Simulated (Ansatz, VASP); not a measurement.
# Two plane-wave programs on TiCdTe3

```
Cd Ti Te
1.0
     5.39321    0.00000    0.00000
     0.00000    5.39321    0.00000
     0.00000    0.00000    5.39321
Cd Ti Te
1 1 3
Direct
  0.00000 0.00000 0.00000
  0.50000 0.50000 0.50000
  0.50000 0.50000 0.00000
  0.50000 0.00000 0.50000
  0.00000 0.50000 0.50000
```

Alike in both runs: task single point; functional PBE; k mesh 4 × 4 × 4; occupations gaussian, width 0.05 eV; no spin polarisation.

```csv
,VASP,Ansatz
version,VASP 6.6.1,Ansatz 0.2.0
potentials or method,"VASP PAW PBE potentials, release 64 (Cd, Ti_sv, Te), cutoff 500 eV","scalar-relativistic, plane waves, PAW"
valence electrons in the cell,42,80
```

```tsv
	VASP	Ansatz	Ansatz less VASP
gap on the k mesh at the Fermi level (eV)	none	none	-
pressure (GPa)	0.1	0.1	+0.02
```

A gap of «none» marks a metal or a gap that the smearing closes. VASP's potentials hold 42 valence electrons a cell and Ansatz's 80, so a difference there can come from the potentials and not from the codes.

Spin-orbit coupling is off throughout.
